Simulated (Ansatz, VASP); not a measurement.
# Pd: VASP beside Ansatz

The input POSCAR:

```
Pd
1.0
    2.7105073705      0.0224324874      0.0080764941
   -1.3358261728      2.4144125134      0.0252178296
    0.0134275459      0.0561660766      4.6160708037
Pd
2
Direct
    0.6556200000      0.3293400000      0.7507800000
    0.3445300000      0.6663400000      0.2523500000
```

The input INCAR.step1:

```
PREC = Accurate
ENCUT = 520
ISMEAR = 1
SIGMA = 0.1
LREAL = F
LASPH = T
NELM = 60
NBANDS = 17
GGA = PE
ALGO = Normal
EDIFF = 1E-4
LWAVE = T
LCHARG = F
```

The input INCAR.step2:

```
PREC = Accurate
ENCUT = 520
EDIFF = 1E-6
ISMEAR = 1
SIGMA = 0.1
LREAL = F
LASPH = T
NELM = 60
ALGO = Normal
ISIF = 2
LWAVE = F
LCHARG = F
METAGGA = R2SCAN
LMIXTAU = T
IVDW = 13
VDW_S6 = 1.0
VDW_S8 = 0.6018749
VDW_A1 = 0.51559235
VDW_A2 = 5.77342911
NBANDS = 17
ISTART = 1
```

KPOINTS

```
Automatic mesh
0
Gamma
  8 8 4
```

Input for Ansatz:

```yaml
crystal:
  lattice:
    - [2.7105073705360847, 0.022432487409373644, 0.008076494131812762]
    - [-1.335826172807588, 2.414412513360022, 0.025217829637773845]
    - [0.01342754586809415, 0.05616607661999827, 4.616070803675467]
  atoms:
    - { symbol: Pd, position: [0.65562, 0.32934, 0.75078] }
    - { symbol: Pd, position: [0.34453, 0.66634, 0.25235] }
basis:
  ecutwfc: 650.0
  xc_grid: 2
kpoints:
  mp_grid:
    grid: [8, 8, 4]
hamiltonian:
  xc: r2scan
  dispersion: d4
scf:
  convergence:
    dr2_threshold: 1.0e-09
  mixing:
    algorithm: msr1
    preconditioner: none
  occupations:
    method: methfessel_paxton
  initial_density:
    normalization: atom
output:
  forces: true
  stress: true
```

Alike in both runs: task single point; functional r2SCAN; dispersion D4; k mesh 8 × 8 × 4; no spin polarisation.

```csv
,VASP,Ansatz
version,VASP 6.6.1,Ansatz 0.2.0
potentials or method,"VASP PAW PBE potentials, release 64 (Pd), cutoff 520 eV","plane waves, PAW"
occupations,"methfessel-paxton of order 1, width 0.1 eV",methfessel-paxton of order 1
valence electrons in the cell,20,36
```

Ansatz gave:

```
pressure (GPa)                                                : -3.1
traceless stress, the component that is largest in VASP (GPa) : -1.98
rms of the force components (eV/Å)                            : 0.075
```

Problem. Estimate VASP's values.

Solution. Pressure (GPa): -2.5; traceless stress, the component that is largest in VASP (GPa): -1.99; rms of the force components (eV/Å): 0.074.

VASP's potentials were made for PBE, not for r2SCAN. Atom by atom the forces differ by 0.002 eV/Å (rms over components). VASP's potentials hold 20 valence electrons a cell and Ansatz's 36, so a difference there can come from the potentials and not from the codes. Ansatz's warnings: stress scf threshold loose.
